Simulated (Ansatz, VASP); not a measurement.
## Two plane-wave programs on SiC

INCAR

```
SYSTEM = SiC
  PREC = Accurate
  ENCUT = 600
  EDIFF = 1E-6
  ISMEAR = 0
  SIGMA = 0.01
  LREAL = .FALSE.
  LASPH = .TRUE.
  NELM = 120
  ALGO = Normal
  ISIF = 2
  LWAVE = .FALSE.
  LCHARG = .TRUE.
  GGA = PS
  LELF = .TRUE.
  LVHAR = .TRUE.
  NBANDS = 11
  GGA_COMPAT = .FALSE.
```

Contents of KPOINTS:

```
Automatic mesh
0
G
  8 8 8
  0 0 0
```

Contents of POSCAR:

```
SiC
1.0
    0.0000000000      2.1395523904      2.1395523904
    2.1395523904      0.0000000000      2.1395523904
    2.1395523904      2.1395523904      0.0000000000
Si C
1 1
Direct
    0.0000000000      0.0000000000      0.0000000000
    0.2500000000      0.2500000000      0.2500000000
```

Input for Ansatz:

```yaml
crystal:
  lattice:
    - [0.0, 2.139552390412661, 2.139552390412661]
    - [2.139552390412661, 0.0, 2.139552390412661]
    - [2.139552390412661, 2.139552390412661, 0.0]
  atoms:
    - { symbol: Si, position: [0.0, 0.0, 0.0] }
    - { symbol: C, position: [0.25, 0.25, 0.25] }
basis:
  ecutwfc: 500.0
kpoints:
  mp_grid:
    grid: [8, 8, 8]
hamiltonian:
  xc: pbesol
scf:
  occupations:
    method: fixed
output:
  stress: true
```

Alike in both runs: task single point; functional PBEsol; k mesh 8 × 8 × 8; no spin polarisation.

```csv
,VASP,Ansatz
version,VASP 6.6.1,Ansatz 0.2.0
potentials or method,"VASP PAW PBE potentials, release 64 (Si, C), cutoff 600 eV","plane waves, PAW"
occupations,"gaussian, width 0.01 eV",fixed
valence electrons in the cell,8,8
```

Ansatz gave:

```
pressure (GPa) : 13.3
```

Problem. What did VASP give for the same quantities?

Solution. Pressure (GPa): 13.6.

VASP's potentials were made for PBE, not for PBEsol.
